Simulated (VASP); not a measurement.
# KHg4P3 (R-3m) in VASP: single point with r2SCAN

Aim: the single point of KHg4P3 with r2SCAN.

Program: VASP 6.6.1. These are calculated values, not measurements. Logs are shortened: lines on timing, memory, paths and dates and some standing lists are left out, and cuts for length are marked.

## 1. The cell of the first run

The structure is trigonal, space group R-3m (No. 166). The conventional cell has a = 4.371 Å, b = 4.371 Å, c = 36.815 Å, α = 90.00°, β = 90.00°, γ = 120.00°. K (site symmetry -3m) has 6 P at 3.44 Å and 6 Hg at 3.53 Å and 6 K at 4.37 Å within 4.5 Å. Hg (site symmetry 3m) has 3 P at 2.53 Å within 3.3 Å. Hg (site symmetry 3m) has 4 P at 2.61 to 2.79 Å and 6 Hg at 3.47 to 3.54 Å within 3.6 Å. P (site symmetry 3m) has 4 Hg at 2.53 to 2.61 Å within 3.3 Å. Within 3.7 Å of P (site symmetry -3m) lie 8 Hg at 2.79 to 3.67 Å.

## 2. Single point, r2SCAN

Contents of POSCAR:

```
KHg4P3
1.0
    4.3705465192      0.0000000000      0.0000000000
   -2.1852732596      3.7850043141      0.0000000000
   -2.1852732596      1.2616681047     12.2715941163
K Hg P
1 4 3
Direct
    0.5000000000      0.5000000000      0.5000000000
    0.0996819822      0.9003180178      0.2990459467
    0.9003180178      0.0996819822      0.7009540533
    0.3010266312      0.6989733688      0.9030798935
    0.6989733688      0.3010266312      0.0969201065
    0.2300007870      0.7699992130      0.6900023611
    0.7699992130      0.2300007870      0.3099976389
    0.0000000000      0.0000000000      0.0000000000
```

Contents of INCAR.step1:

```
SYSTEM = KHg4P3
ALGO     = Normal         ! electronic algorithm
EDIFF    = 1E-4           ! SCF threshold, eV
ENCUT    = 520            ! plane-wave cutoff, eV
GGA      = PE             ! functional
ISMEAR   = -1             ! smearing method
LASPH    = .TRUE.         ! aspherical terms in the spheres
LCHARG   = .FALSE.        ! write CHGCAR
LREAL    = .FALSE.        ! projectors in reciprocal space
LWAVE    = .TRUE.         ! write WAVECAR
NBANDS   = 46             ! bands
NELM     = 60             ! most SCF steps
PREC     = Accurate       ! precision mode
SIGMA    = 0.1149         ! smearing width, eV
```

Contents of INCAR.step2:

```
SYSTEM = KHg4P3
ALGO     = Normal         ! electronic algorithm
EDIFF    = 1E-6           ! SCF threshold, eV
ENCUT    = 520            ! plane-wave cutoff, eV
ISIF     = 2              ! what is computed and relaxed
ISMEAR   = -1             ! smearing method
ISTART   = 1            
LASPH    = .TRUE.         ! aspherical terms in the spheres
LCHARG   = .TRUE.         ! write CHGCAR
LELF     = .TRUE.         ! ELF
LMIXTAU  = .TRUE.       
LREAL    = .FALSE.        ! projectors in reciprocal space
LVHAR    = .TRUE.       
LWAVE    = .FALSE.        ! write WAVECAR
METAGGA  = R2SCAN         ! meta-GGA
NBANDS   = 46             ! bands
NELM     = 60             ! most SCF steps
PREC     = Accurate       ! precision mode
SIGMA    = 0.1149         ! smearing width, eV
```

Contents of KPOINTS:

```
k-points
0
G
  5 5 5
  0 0 0
```

Potentials or basis: VASP PAW PBE potentials, release 64 (K_sv, Hg, P).

The run is started by

```
$ cat potpaw_PBE.64/K_sv/POTCAR potpaw_PBE.64/Hg/POTCAR potpaw_PBE.64/P/POTCAR > POTCAR
$ cp INCAR.step1 INCAR
$ mpirun -np 1 vasp_std > vasp.out
$ cp INCAR.step2 INCAR
$ mpirun -np 1 vasp_std > vasp.out
```

OUTCAR:

```text
SYSTEM = KHg4P3
   EDIFF = 1E-6
   ENCUT = 520
   ISIF = 2
   ISMEAR = -1
   ISTART = 1
   LASPH = .TRUE.
   LREAL = .FALSE.
   METAGGA = R2SCAN
   NELM = 60
   PREC = Accurate

 ion  position               nearest neighbor table
   1  0.500  0.500  0.500-   2 3.53   3 3.53   2 3.53   3 3.53   2 3.53   3 3.53
   2  0.100  0.900  0.299-   7 2.53   7 2.53   7 2.53   1 3.53   1 3.53   1 3.53   5 3.54   5 3.54
                             5 3.54
   3  0.900  0.100  0.701-   6 2.53   6 2.53   6 2.53   1 3.53   1 3.53   1 3.53   4 3.54   4 3.54
                             4 3.54
   4  0.301  0.699  0.903-   6 2.61   8 2.79   8 2.79   8 2.79   5 3.47   5 3.47   5 3.47   3 3.54
                             3 3.54   3 3.54
   5  0.699  0.301  0.097-   7 2.61   8 2.79   8 2.79   8 2.79   4 3.47   4 3.47   4 3.47   2 3.54
                             2 3.54   2 3.54
   6  0.230  0.770  0.690-   3 2.53   3 2.53   3 2.53   4 2.61
   7  0.770  0.230  0.310-   2 2.53   2 2.53   2 2.53   5 2.61
   8  0.000  0.000  0.000-   5 2.79   4 2.79   5 2.79   4 2.79   4 2.79   5 2.79

  LATTYP: Found a trigonal (rhomboedric) cell.
 ALAT       =    12.5283377900
 COS(alpha) =     0.9391508396

  Lattice vectors:

 A1 = (  -0.0000000000,  -2.5233362094,  12.2715941163)
 A2 = (   2.1852732596,   1.2616681047,  12.2715941163)
 A3 = (  -2.1852732596,   1.2616681047,  12.2715941163)

Analysis of symmetry for initial positions (statically):
=====================================================================
 Subroutine PRICEL returns:
 Original cell was already a primitive cell.

 Routine SETGRP: Setting up the symmetry group for a
 trigonal (rhombohedral) supercell.

 Subroutine GETGRP returns: Found 12 space group operations
 (whereof 12 operations were pure point group operations)
 out of a pool of 12 trial point group operations.

The static configuration has the point symmetry D_3d.

Analysis of symmetry for dynamics (positions and initial velocities):
=====================================================================
 Subroutine PRICEL returns:
 Original cell was already a primitive cell.

 Routine SETGRP: Setting up the symmetry group for a
 trigonal (rhombohedral) supercell.

 Subroutine GETGRP returns: Found 12 space group operations
 (whereof 12 operations were pure point group operations)
 out of a pool of 12 trial point group operations.

The dynamic configuration has the point symmetry D_3d.

 Subroutine INISYM returns: Found 12 space group operations
 (whereof 12 operations are pure point group operations),
 and found     1 'primitive' translations

----------------------------------------------------------------------------------------

                                     Primitive cell

  volume of cell :     203.0033

  direct lattice vectors                    reciprocal lattice vectors
     4.370546519  0.000000000  0.000000000     0.228804337  0.132100246  0.027163002
    -2.185273260  3.785004314  0.000000000     0.000000000  0.264200491 -0.027163002
    -2.185273260  1.261668105 12.271594116     0.000000000  0.000000000  0.081489005

  length of vectors
     4.370546519  4.370546519 12.528337790     0.265593163  0.265593163  0.081489005

  position of ions in fractional coordinates (direct lattice)
     0.500000000  0.500000000  0.500000000
     0.099681982  0.900318018  0.299045947
     0.900318018  0.099681982  0.700954053
     0.301026631  0.698973369  0.903079893
     0.698973369  0.301026631  0.096920107
     0.230000787  0.769999213  0.690002361
     0.769999213  0.230000787  0.309997639
     0.000000000  0.000000000  0.000000000

  ion indices of the primitive-cell ions
   primitive index   ion index
                 1           1
                 2           2
                 3           3
                 4           4
                 5           5
                 6           6
                 7           7
                 8           8

----------------------------------------------------------------------------------------

 KPOINTS: k-points

Automatic generation of k-mesh.
 Grid dimensions read from file:
 generate k-points for:    5    5    5

 Generating k-lattice:

  Cartesian coordinates                     Fractional coordinates (reciprocal lattice)
     0.045760867  0.026420049  0.005432600     0.200000000 -0.000000000  0.000000000
     0.000000000  0.052840098 -0.005432600     0.000000000  0.200000000 -0.000000000
     0.000000000  0.000000000  0.016297801     0.000000000  0.000000000  0.200000000

  Length of vectors
     0.053118633  0.053118633  0.016297801

  Shift w.r.t. Gamma in fractional coordinates (k-lattice)
     0.000000000  0.000000000  0.000000000

 Subroutine IBZKPT returns following result:
 ===========================================

 Found     19 irreducible k-points:

 Following reciprocal coordinates:
            Coordinates               Weight
  0.000000  0.000000  0.000000      1.000000
  0.200000  0.000000  0.000000      6.000000
  0.400000  0.000000 -0.000000      6.000000
  0.200000  0.200000 -0.000000      6.000000
  0.400000  0.200000  0.000000     12.000000
 -0.400000  0.200000  0.000000     12.000000
[... 11 lines left out ...]
  0.000000  0.000000  0.400000      2.000000
  0.200000  0.000000  0.400000      6.000000
   k-points           NKPTS =     19   k-points in BZ     NKDIM =     19   number of bands    NBANDS=     46
   number of dos      NEDOS =    301   number of ions     NIONS =      8
   total plane-waves  NPLWV = 124416
   dimension x,y,z NGX =    36 NGY =   36 NGZ =   96
   dimension x,y,z NGXF=    72 NGYF=   72 NGZF=  192
   ions per type =               1   4   3
   NGX,Y,Z   is equivalent  to a cutoff of  13.69, 13.69, 12.74 a.u.
   NGXF,Y,Z  is equivalent  to a cutoff of  27.39, 27.39, 25.48 a.u.
 SYSTEM =  KHg4P3
   PREC   = accura    normal or accurate (medium, high low for compatibility)
   ISTART =      1    job   : 0-new  1-cont  2-samecut
   ICHARG =      0    charge: 1-file 2-atom 10-const
   ISPIN  =      1    spin polarized calculation?
   LNONCOLLINEAR =      F non collinear calculations
   LSORBIT =      F    spin-orbit coupling
   LASPH  =      T    aspherical Exc in radial PAW
   ENCUT  =  520.0 eV  38.22 Ry    6.18 a.u.   8.13  8.13 23.29*2*pi/ulx,y,z
   NELM   =     60;   NELMIN=  2; NELMDL=  0     # of ELM steps
   EDIFF  = 0.1E-05   stopping-criterion for ELM
   LREAL  =      F    real-space projection
   EDIFFG = 0.1E-04   stopping-criterion for IOM
   NSW    =      0    number of steps for IOM
   IBRION =     -1    ionic relax: 0-MD 1-quasi-New 2-CG
   NFREE  =      0    steps in history (QN), initial steepest desc. (CG)
   ISIF   =      2    stress and relaxation
   ISYM   =      2    0-nonsym 1-usesym 2-fastsym
   POTIM  = 0.5000    time-step for ionic-motion
   TEBEG  =    0.0;   TEEND  =   0.0 temperature during run
   PSTRESS=    0.0 pullay stress
   NELECT =      72.0000    total number of electrons
   NUPDOWN=      -1.0000    fix difference up-down
   EMIN   =  10.00;   EMAX   =-10.00  energy-range for DOS
   EFERMI =   0.00;   METHOD = LEGACY
   ISMEAR =    -1;   SIGMA  =   0.11  broadening in eV -4-tet -1-fermi 0-gaus
   EFERMI_NEDOS =   21; number of points for ismear=-14 and -15
   IALGO  =     38    algorithm
   IMIX   =      4    mixing-type and parameters
     AMIX     =   0.40;   BMIX     =  1.00
     AMIX_MAG =   1.60;   BMIX_MAG =  1.00
  volume/ion in A,a.u.               =      25.38       171.24
  Fermi-wavevector in a.u.,A,eV,Ry     =   1.158825  2.189862 18.270938  1.342876
  Thomas-Fermi vector in A             =   2.295424
   LORBIT       =      0    0 simple, 1 ext, 2 COOP (PROOUT), +10 PAW based schemes
   METAGGA = R2SCAN    functional components
   LHFCALC =     F    Hartree Fock is set to
   AEXX    =    0.0000 exact exchange contribution
   IVDW    =     0    specifies the selected vdW correction
   LEPSILON=     F    determine dielectric tensor
   LRPA    =     F    only Hartree local field effects (RPA)
 non-spin polarized calculation
  energy-cutoff  :      520.00
  volume of cell :      203.00
 maximum number of plane-waves:      5489
 NGX is ok and might be reduce to    36
   NGX = 17   NGY = 17   NGZ = 47

 number of electron      72.0000003 magnetization

 Free energy of the ion-electron system (eV)
  ---------------------------------------------------
  ext. energy  EPLUGINS =         0.00000000
  ---------------------------------------------------
  free energy    TOTEN  =      -230.12228600 eV

  energy without entropy =     -230.04478985  energy(sigma->0) =     -230.08353792

 E-fermi :   2.6664     XC(G=0): -10.0036

 val. band max:        2.5632380164   @ k =   0.0000   0.0000   0.2000
 cond. band min:       2.7379183825   @ k =   0.0000   0.0000   0.4000
 fundamental gap:      0.1746803661
 Fermi energy:         2.6663719586

 k-point     1 :       0.0000    0.0000    0.0000
  band No.  band energies     occupation
      1     -29.5369      2.00000
      2     -12.3490      2.00000
      3     -12.2540      2.00000
      4     -12.2540      2.00000
      5      -9.4743      2.00000
      6      -9.2735      2.00000
[... 38 lines left out ...]
     45       7.1655      0.00000
     46       7.6449      0.00000

 k-point     2 :       0.2000    0.0000    0.0000
  band No.  band energies     occupation
      1     -29.5343      2.00000
      2     -12.3234      2.00000
      3     -12.3060      2.00000
      4     -12.2641      2.00000
      5      -9.2262      2.00000
      6      -9.0980      2.00000
[... 38 lines left out ...]
     45       7.7156      0.00000
     46       7.7872      0.00000

 k-point     3 :       0.4000    0.0000   -0.0000
  band No.  band energies     occupation
      1     -29.5301      2.00000
      2     -12.3860      2.00000
      3     -12.2840      2.00000
      4     -12.2804      2.00000
      5      -8.8046      2.00000
      6      -8.7681      2.00000
[... 773 lines left out ...]
     45       7.1703      0.00000
     46       7.3717      0.00000

 k-point    19 :       0.2000    0.0000    0.4000
  band No.  band energies     occupation
      1     -29.5343      2.00000
      2     -12.3234      2.00000
      3     -12.3060      2.00000
      4     -12.2641      2.00000
      5      -9.1775      2.00000
      6      -9.1522      2.00000
[... 38 lines left out ...]
     45       7.6966      0.00000
     46       7.7851      0.00000

------------------------ aborting loop because EDIFF is reached ----------------------------------------

  FORCE on cell =-STRESS in cart. coord.  units (eV):
  Direction    XX          YY          ZZ          XY          YZ          ZX
  --------------------------------------------------------------------------------------
  -------------------------------------------------------------------------------------
  Total        0.3046141      0.3046141      0.2208772      0.0000000      0.0000000      0.0000000
  in kB        2.4041271      2.4041271      1.7432447      0.0000000      0.0000000      0.0000000
  external PRESSURE =       2.1838329 kB  Pullay stress =       0.0000000 kB

 VOLUME and BASIS-vectors are now :
 -----------------------------------------------------------------------------
  energy-cutoff  :      520.00
  volume of cell :      203.00
      direct lattice vectors                 reciprocal lattice vectors
     4.370546519  0.000000000  0.000000000     0.228804337  0.132100246  0.027163002
    -2.185273260  3.785004314  0.000000000     0.000000000  0.264200491 -0.027163002
    -2.185273260  1.261668105 12.271594116     0.000000000  0.000000000  0.081489005

 POSITION                                       TOTAL-FORCE (eV/Angst)
 -----------------------------------------------------------------------------------
      0.00000      2.52334      6.13580        -0.000000      0.000000      0.000000
     -2.18527      3.78500      3.66977        -0.000000      0.000000      0.003386
      2.18527      1.26167      8.60182         0.000000     -0.000000     -0.003386
     -2.18527      3.78500     11.08223         0.000000     -0.000000     -0.005932
      2.18527      1.26167      1.18936        -0.000000     -0.000000      0.005932
     -2.18527      3.78500      8.46743         0.000000     -0.000000     -0.008353
      2.18527      1.26167      3.80417        -0.000000      0.000000      0.008353
      0.00000      0.00000      0.00000        -0.000000     -0.000000      0.000000
 -----------------------------------------------------------------------------------
    total drift:                               -0.000000     -0.000000      0.000000

  FREE ENERGIE OF THE ION-ELECTRON SYSTEM (eV)
  ---------------------------------------------------
  free  energy   TOTEN  =      -230.1222859956 eV

  energy  without entropy=     -230.0447898453  energy(sigma->0) =     -230.08353792
```

Wall time 22 min (1 thread of AMD EPYC 7R43 (Zen 3), shared host); peak memory 0.41 GiB.

Results:

| Property | Result |
| --- | --- |
| Free energy | -230.1223 eV |
| Pressure | 0.2 GPa |
| Largest force | 0.008 eV/Å |
| Band gap on the k mesh | zero (bands 36 and 37 overlap by 0.10 eV) |

Forces in eV/Å, atoms in the order of the input:
```
K    0.000  0.000  0.000
Hg   0.000  0.000  0.003
Hg   0.000  0.000 -0.003
Hg   0.000  0.000 -0.006
Hg   0.000  0.000  0.006
P    0.000  0.000 -0.008
P    0.000  0.000  0.008
P    0.000  0.000  0.000
```

Levels at points of the mesh, in eV from the Fermi level:
| k point | band 34 | band 35 | band 36 | band 37 | band 38 | band 39 |
| --- | --- | --- | --- | --- | --- | --- |
| (0.00, 0.00, 0.00) | -0.26 | -0.25 | -0.21 | -0.21 | 0.32 | 0.32 |

Caveat: the PAW data sets were made with another functional, which shifts forces and pressure a little; spin-orbit coupling is left out, which moves the levels of the heavy elements.
